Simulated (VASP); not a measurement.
**Na2S: single point with r2SCAN**

The system is Na2S.

```xyz
3
Lattice="0.0000 3.2554 3.2554 3.2554 0.0000 3.2554 3.2554 3.2554 0.0000" Properties=species:S:1:pos:R:3 pbc="T T T"
S     0.0000    0.0000    0.0000
Na    1.6277    1.6277    1.6277
Na    4.8831    4.8831    4.8831
```

```
Program                : VASP 6.6.1
Task                   : single point
Functional             : r2SCAN
Potentials or basis    : VASP PAW PBE potentials, release 64 (S, Na_pv)
Cutoff                 : 550 eV
k mesh                 : 6 × 6 × 6
Occupations            : gaussian, width 0.01 eV
Spin                   : no spin polarisation
Dipole correction      : no
Further INCAR settings : ALGO = Normal; EDIFF = 1e-06; NBANDS = 17
```

```
Pressure               : -0.1 GPa
Band gap on the k mesh : 3.11 eV, direct
```

Levels at points of the mesh, in eV from the valence-band top:
```tsv
k point	band 6	band 7	band 8	band 9	band 10	band 11	band 12	band 13	band 14	band 15
(0.00, 0.00, 0.00)	-22.97	-10.58	0.00	0.00	0.00	3.11	8.47	8.47	8.47	9.86
(0.50, 0.00, 0.00)	-23.00	-10.32	-1.63	-0.12	-0.12	5.57	6.98	7.69	7.69	12.08
(0.50, 0.50, 0.00)	-22.96	-10.24	-1.44	-0.45	-0.45	4.20	6.77	9.43	10.61	10.61
```

Wall time 35 s on 1 thread of Intel(R) Xeon(R) 6975P-C (Granite Rapids), with other jobs on the host, peak memory 0.2 GiB.

Caveat: the PAW data sets were made with another functional, which shifts forces and pressure a little. r2SCAN opens gaps a little over a GGA but as a rule still falls short of measured ones.
